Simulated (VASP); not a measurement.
# Zr (P6_3/mmc) in VASP: notebook

Aim: see how the results for Zr move with the level of theory and the settings. Levels: PBE, r2SCAN. Tasks: relaxation of cell and atoms.

Program: VASP 6.6.1. These are calculated values, not measurements. Logs are shortened: lines on timing, memory, paths and dates and some standing lists are left out, and cuts for length are marked.

### 1 The cell of the first run

It takes space group P6_3/mmc (No. 194, hexagonal). Conventional cell: a = 3.232 Å, b = 3.232 Å, c = 5.147 Å, α = 90.00°, β = 90.00°, γ = 120.00°. Within 4.2 Å of Zr (site symmetry -6m2) lie 12 Zr at 3.18 to 3.23 Å.

### 2 Relaxation of cell and atoms, PBE

INCAR

```
  PREC = Accurate
  ENCUT = 600
  EDIFF = 1E-6
  ISMEAR = -1
  SIGMA = 0.02
  LREAL = F
  LASPH = T
  NELM = 100
  ALGO = Normal
  ISIF = 3
  LWAVE = F
  LCHARG = F
  GGA = PE
  IBRION = 2
  NSW = 80
  EDIFFG = -0.005
```

KPOINTS

```
regular mesh
0
Gamma
  12 12 4
```

POSCAR

```
Zr
1.0
    3.2320000000      0.0000000000      0.0000000000
   -1.6160000000      2.7989941050      0.0000000000
    0.0000000000      0.0000000000      5.1470000000
Zr
2
Direct
    0.3333333333      0.6666666667      0.2500000000
    0.6666666667      0.3333333333      0.7500000000
```

Potentials or basis: VASP PAW PBE potentials, release 64 (Zr_sv).

Launch:

```console
> cat potpaw_PBE.64/Zr_sv/POTCAR > POTCAR
> mpirun -np 1 vasp_std > vasp.out
```

OUTCAR:

```text
PREC = Accurate
   ENCUT = 600
   EDIFF = 1E-6
   ISMEAR = -1
   LREAL = F
   LASPH = T
   NELM = 100
   ISIF = 3
   GGA = PE
   IBRION = 2
   NSW = 80
   EDIFFG = -0.005

 ion  position               nearest neighbor table
   1  0.333  0.667  0.250-   2 3.18   2 3.18   2 3.18   2 3.18   2 3.18   2 3.18
   2  0.667  0.333  0.750-   1 3.18   1 3.18   1 3.18   1 3.18   1 3.18   1 3.18

  LATTYP: Found a hexagonal cell.
 ALAT       =     3.2320000000
 C/A-ratio  =     1.5925123762

  Lattice vectors:

 A1 = (   3.2320000000,   0.0000000000,   0.0000000000)
 A2 = (  -1.6160000000,   2.7989941050,   0.0000000000)
 A3 = (   0.0000000000,   0.0000000000,   5.1470000000)

Analysis of symmetry for initial positions (statically):
=====================================================================
 Subroutine PRICEL returns:
 Original cell was already a primitive cell.

 Routine SETGRP: Setting up the symmetry group for a
 hexagonal supercell.

 Subroutine GETGRP returns: Found 24 space group operations
 (whereof 12 operations were pure point group operations)
 out of a pool of 24 trial point group operations.

The static configuration has the point symmetry D_3d.
 The point group associated with its full space group is D_6h.

Analysis of symmetry for dynamics (positions and initial velocities):
=====================================================================
 Subroutine PRICEL returns:
 Original cell was already a primitive cell.

 Routine SETGRP: Setting up the symmetry group for a
 hexagonal supercell.

 Subroutine GETGRP returns: Found 24 space group operations
 (whereof 12 operations were pure point group operations)
 out of a pool of 24 trial point group operations.

The dynamic configuration has the point symmetry D_3d.
 The point group associated with its full space group is D_6h.

 Subroutine INISYM returns: Found 24 space group operations
 (whereof 12 operations are pure point group operations),
 and found     1 'primitive' translations

----------------------------------------------------------------------------------------

                                     Primitive cell

  volume of cell :      46.5616

  direct lattice vectors                    reciprocal lattice vectors
     3.232000000  0.000000000  0.000000000     0.309405941  0.178635603  0.000000000
    -1.616000000  2.798994105  0.000000000     0.000000000  0.357271206  0.000000000
     0.000000000  0.000000000  5.147000000     0.000000000  0.000000000  0.194287935

  length of vectors
     3.232000000  3.232000000  5.147000000     0.357271206  0.357271206  0.194287935

  position of ions in fractional coordinates (direct lattice)
     0.333333333  0.666666667  0.250000000
     0.666666667  0.333333333  0.750000000

  ion indices of the primitive-cell ions
   primitive index   ion index
                 1           1
                 2           2

----------------------------------------------------------------------------------------

 KPOINTS: regular mesh

Automatic generation of k-mesh.
 Grid dimensions read from file:
 generate k-points for:   12   12    4

 Generating k-lattice:

  Cartesian coordinates                     Fractional coordinates (reciprocal lattice)
     0.025783828  0.014886300  0.000000000     0.083333333 -0.000000000  0.000000000
     0.000000000  0.029772601  0.000000000     0.000000000  0.083333333  0.000000000
     0.000000000  0.000000000  0.048571984     0.000000000  0.000000000  0.250000000

  Length of vectors
     0.029772601  0.029772601  0.048571984

  Shift w.r.t. Gamma in fractional coordinates (k-lattice)
     0.000000000  0.000000000  0.000000000

 Subroutine IBZKPT returns following result:
 ===========================================

 Found     57 irreducible k-points:

 Following reciprocal coordinates:
            Coordinates               Weight
  0.000000  0.000000  0.000000      1.000000
  0.083333 -0.000000  0.000000      6.000000
  0.166667  0.000000  0.000000      6.000000
  0.250000 -0.000000  0.000000      6.000000
  0.333333  0.000000  0.000000      6.000000
  0.416667 -0.000000  0.000000      6.000000
[... 16 lines left out ...]
  0.250000 -0.000000  0.250000     12.000000
  0.333333  0.000000  0.250000     12.000000
 [... further k-points ...]
   k-points           NKPTS =     57   k-points in BZ     NKDIM =     57   number of bands    NBANDS=     16
   number of dos      NEDOS =    301   number of ions     NIONS =      2
   total plane-waves  NPLWV =  32928
   dimension x,y,z NGX =    28 NGY =   28 NGZ =   42
   dimension x,y,z NGXF=    56 NGYF=   56 NGZF=   84
   ions per type =               2
   NGX,Y,Z   is equivalent  to a cutoff of  14.40, 14.40, 13.57 a.u.
   NGXF,Y,Z  is equivalent  to a cutoff of  28.80, 28.80, 27.13 a.u.
 SYSTEM =  unknown system
   PREC   = accura    normal or accurate (medium, high low for compatibility)
   ISTART =      0    job   : 0-new  1-cont  2-samecut
   ICHARG =      2    charge: 1-file 2-atom 10-const
   ISPIN  =      1    spin polarized calculation?
   LNONCOLLINEAR =      F non collinear calculations
   LSORBIT =      F    spin-orbit coupling
   LASPH  =      T    aspherical Exc in radial PAW
   ENCUT  =  600.0 eV  44.10 Ry    6.64 a.u.   6.46  6.46 10.28*2*pi/ulx,y,z
   NELM   =    100;   NELMIN=  2; NELMDL= -5     # of ELM steps
   EDIFF  = 0.1E-05   stopping-criterion for ELM
   LREAL  =      F    real-space projection
   EDIFFG = -.5E-02   stopping-criterion for IOM
   NSW    =     80    number of steps for IOM
   IBRION =      2    ionic relax: 0-MD 1-quasi-New 2-CG
   NFREE  =      1    steps in history (QN), initial steepest desc. (CG)
   ISIF   =      3    stress and relaxation
   ISYM   =      2    0-nonsym 1-usesym 2-fastsym
   POTIM  = 0.5000    time-step for ionic-motion
   TEBEG  =    0.0;   TEEND  =   0.0 temperature during run
   PSTRESS=    0.0 pullay stress
   NELECT =      24.0000    total number of electrons
   NUPDOWN=      -1.0000    fix difference up-down
   EMIN   =  10.00;   EMAX   =-10.00  energy-range for DOS
   EFERMI =   0.00;   METHOD = LEGACY
   ISMEAR =    -1;   SIGMA  =   0.02  broadening in eV -4-tet -1-fermi 0-gaus
   EFERMI_NEDOS =   21; number of points for ismear=-14 and -15
   IALGO  =     38    algorithm
   IMIX   =      4    mixing-type and parameters
     AMIX     =   0.40;   BMIX     =  1.00
     AMIX_MAG =   1.60;   BMIX_MAG =  1.00
  volume/ion in A,a.u.               =      23.28       157.11
  Fermi-wavevector in a.u.,A,eV,Ry     =   1.312611  2.480475 23.442130  1.722948
  Thomas-Fermi vector in A             =   2.442991
   LORBIT       =      0    0 simple, 1 ext, 2 COOP (PROOUT), +10 PAW based schemes
   GGA     = PE    functional components
   LHFCALC =     F    Hartree Fock is set to
   AEXX    =    0.0000 exact exchange contribution
   IVDW    =     0    specifies the selected vdW correction
   LEPSILON=     F    determine dielectric tensor
   LRPA    =     F    only Hartree local field effects (RPA)
 conjugate gradient relaxation of ions
 non-spin polarized calculation
  energy-cutoff  :      600.00
  volume of cell :       46.56
 maximum number of plane-waves:      1577
 NGX is ok and might be reduce to    28
   NGX = 13   NGY = 13   NGZ = 21

--------------------------------------- Ionic step        1  -------------------------------------------

 number of electron      24.0000000 magnetization

 Free energy of the ion-electron system (eV)
  ---------------------------------------------------
  ext. energy  EPLUGINS =         0.00000000
  ---------------------------------------------------
  free energy    TOTEN  =       -17.04246574 eV

  energy without entropy =      -17.03906049  energy(sigma->0) =      -17.04076312

------------------------ aborting loop because EDIFF is reached ----------------------------------------

  FORCE on cell =-STRESS in cart. coord.  units (eV):
  Direction    XX          YY          ZZ          XY          YZ          ZX
  --------------------------------------------------------------------------------------
  -------------------------------------------------------------------------------------
  Total        0.1806407      0.1806407      0.1741547      0.0000000      0.0000000      0.0000000
  in kB        6.2158249      6.2158249      5.9926413      0.0000000      0.0000000      0.0000000
  external PRESSURE =       6.1414304 kB  Pullay stress =       0.0000000 kB
[... 57 lines left out ...]
  energy  without entropy=      -17.0392122967  energy(sigma->0) =      -17.04082185

--------------------------------------- Ionic step        3  -------------------------------------------

 number of electron      24.0000000 magnetization

 Free energy of the ion-electron system (eV)
  ---------------------------------------------------
  ext. energy  EPLUGINS =         0.00000000
  ---------------------------------------------------
  free energy    TOTEN  =       -17.04302401 eV

  energy without entropy =      -17.03971528  energy(sigma->0) =      -17.04136965

 E-fermi :   8.9626     XC(G=0): -11.0543

 val. band max:        8.9436227163   @ k =   0.0833  -0.0000   0.2500
 cond. band min:       8.9660723846   @ k =   0.0000   0.0000   0.5000
 fundamental gap:      0.0224496683
 Fermi energy:         8.9626447975

 k-point     1 :       0.0000    0.0000    0.0000
  band No.  band energies     occupation
      1     -39.9326      2.00000
      2     -39.7822      2.00000
      3     -18.4458      2.00000
      4     -17.5912      2.00000
      5     -17.5912      2.00000
      6     -17.4598      2.00000
[... 8 lines left out ...]
     15      10.4712      0.00000
     16      10.4712      0.00000
[... 420 lines left out ...]
  band No.  band energies     occupation
      1     -39.8272      2.00000
      2     -39.7658      2.00000
      3     -18.2487      2.00000
      4     -18.0657      2.00000
      5     -17.9014      2.00000
      6     -17.7157      2.00000
[... 8 lines left out ...]
     15      10.1166      0.00000
     16      12.1186      0.00000

 [... further k-points ...]

------------------------ aborting loop because EDIFF is reached ----------------------------------------

  FORCE on cell =-STRESS in cart. coord.  units (eV):
  Direction    XX          YY          ZZ          XY          YZ          ZX
  --------------------------------------------------------------------------------------
  -------------------------------------------------------------------------------------
  Total        0.0005374      0.0005374      0.0004441      0.0000000      0.0000000      0.0000000
  in kB        0.0183766      0.0183766      0.0151842      0.0000000      0.0000000      0.0000000
  external PRESSURE =       0.0173125 kB  Pullay stress =       0.0000000 kB
[... 17 lines left out ...]
  FREE ENERGIE OF THE ION-ELECTRON SYSTEM (eV)
  ---------------------------------------------------
  free  energy   TOTEN  =       -17.0430240132 eV

  energy  without entropy=      -17.0397152845  energy(sigma->0) =      -17.04136965

 reached required accuracy - stopping structural energy minimisation
```

Run time: 60 s. Hardware: 1 thread of Intel Xeon 6975P-C (Granite Rapids), shared host; peak memory 0.2 GiB.

What came out:

| Property | Result |
| --- | --- |
| Free energy | -17.0430 eV |
| Relaxed volume | 23.43 Å³/atom |
| Relaxed cell | a = 3.239 Å, b = 3.239 Å, c = 5.158 Å, α = 90.00°, β = 90.00°, γ = 120.00° |
| Space group after relaxing (to 0.1 Å) | P6_3/mmc (No. 194) |
| Energy gained by relaxing | 0.3 meV/atom |
| Ionic steps | 3 |
| Pressure after relaxing | 0.0 GPa |
| Band gap on the k mesh | zero (bands 12 and 13 overlap by 0.93 eV) |

The path:
```
step  energy change (eV)  largest force (eV/Å)  pressure (GPa)  volume (Å³)
   1              0.0000                0.0000            0.61        46.56
   2              0.0000                0.0000           -0.61        47.17
   3             -0.0006                0.0000            0.00        46.86
```

Final structure:
```cif
data_structure
_symmetry_space_group_name_H-M 'P 1'
_symmetry_Int_Tables_number 1
_cell_length_a 3.2389
_cell_length_b 3.2389
_cell_length_c 5.1576
_cell_angle_alpha 90.000
_cell_angle_beta 90.000
_cell_angle_gamma 120.000
_cell_volume 46.86
loop_
_atom_site_label
_atom_site_type_symbol
_atom_site_fract_x
_atom_site_fract_y
_atom_site_fract_z
_atom_site_occupancy
Zr1 Zr 0.33333 0.66667 0.25000 1
Zr2 Zr 0.66667 0.33333 0.75000 1
```

Levels at points of the mesh, in eV from the Fermi level:
```tsv
k point	band 9	band 10	band 11	band 12	band 13	band 14	band 15	band 16
(0.00, 0.00, 0.00)	-5.69	-3.05	0.82	0.82	0.97	1.11	1.51	1.51
(0.50, 0.00, 0.00)	-2.58	-2.54	-2.16	-0.27	0.50	0.74	1.41	4.81
(0.00, 0.00, 0.50)	-3.98	-3.98	0.00	0.00	0.73	0.73	0.73	0.73
(0.50, 0.00, 0.50)	-2.89	-2.89	-1.08	-1.08	1.56	1.56	2.15	2.15
```

PBE usually gives volumes a little too large and moduli too small. Zero-point motion and thermal expansion aren't in these numbers.

(Continued in part 2 of 2.)

The gap in the log of VASP goes by the Fermi energy; the results here count the filled bands.